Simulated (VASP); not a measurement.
A run of VASP 6.6.1 is set up as follows.

File INCAR:

```
PREC     = Accurate       # precision mode
ENCUT    = 520            # plane-wave cutoff, eV
EDIFF    = 1E-7           # SCF threshold, eV
ISMEAR   = -1             # smearing method
SIGMA    = 0.1            # smearing width, eV
LREAL    = False          # projectors in reciprocal space
LASPH    = True           # aspherical terms in the spheres
NELM     = 60             # most SCF steps
ALGO     = Normal         # electronic algorithm
ISIF     = 2              # what is computed and relaxed
LWAVE    = False          # write WAVECAR
LCHARG   = False          # write CHGCAR
GGA      = PS             # functional
NBANDS   = 12             # bands
```

File KPOINTS:

```
regular mesh
0
Gamma
  15 15 15
```

The input POSCAR:

```
Cd
1.0
   -1.6493496309      1.6493496309      1.6493496309
    1.6493496309     -1.6493496309      1.6493496309
    1.6493496309      1.6493496309     -1.6493496309
Cd
1
Direct
    0.0000000000      0.0000000000      0.0000000000
```

Potentials or basis: VASP PAW PBE potentials, release 64 (Cd).

Launch:

```console
$ cat potpaw_PBE.64/Cd/POTCAR > POTCAR
$ mpirun -np 1 vasp_std > vasp.out
```

(1) Estimate the pressure.

(2) Estimate the band gap on the k mesh.

Answers

(1) 16.0 GPa.

(2) zero (band 6 reaches 7.42 eV, above the bottom of band 7 at 3.90 eV).

Caveat: the PAW data sets were made with another functional, which shifts forces and pressure a little.
